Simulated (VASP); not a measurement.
Pt:

```
Pt
1.0
     0.00000    1.98506    1.98506
     1.98506    0.00000    1.98506
     1.98506    1.98506    0.00000
Pt
1
Direct
  0.00000 0.00000 0.00000
```

| Quantity | Value |
| --- | --- |
| Program | VASP 6.6.1 |
| Task | relaxation of cell and atoms |
| Functional | LDA |
| Potentials or basis | VASP PAW LDA potentials, release 64 (Pt_sv_GW) |
| Cutoff | 500 eV |
| k mesh | 18 × 18 × 18 |
| Occupations | gaussian, width 0.1 eV |
| Spin | no spin polarisation |

At the start: pressure -17.8 GPa; volume 15.64 Å³/atom.

Task: Where does the relaxation end?

Result: Over 9 steps the energy falls by 57.7 meV/atom and the volume is 14.67 Å³/atom (-6.2 %); space group Fm-3m (No. 225, to 0.05 Å).

Step by step:
```tsv
step	energy change (eV)	largest force (eV/Å)	pressure (GPa)	volume (Å³)
1	0.0000	0.0000	-17.76	15.64
2	0.6650	0.0000	107.03	12.04
3	-0.0573	0.0000	-1.70	14.75
4	-0.0576	0.0000	-0.65	14.69
5	-0.0577	0.0000	0.28	14.66
6	-0.0576	0.0000	-0.75	14.71
7	-0.0577	0.0000	-0.09	14.67
8	-0.0577	0.0000	0.08	14.67
9	-0.0577	0.0000	0.05	14.67
```

Final structure:
```
Pt
1.0
     0.00000    1.94297    1.94297
     1.94297    0.00000    1.94297
     1.94297    1.94297    0.00000
Pt
1
Direct
  0.00000 0.00000 0.00000
```
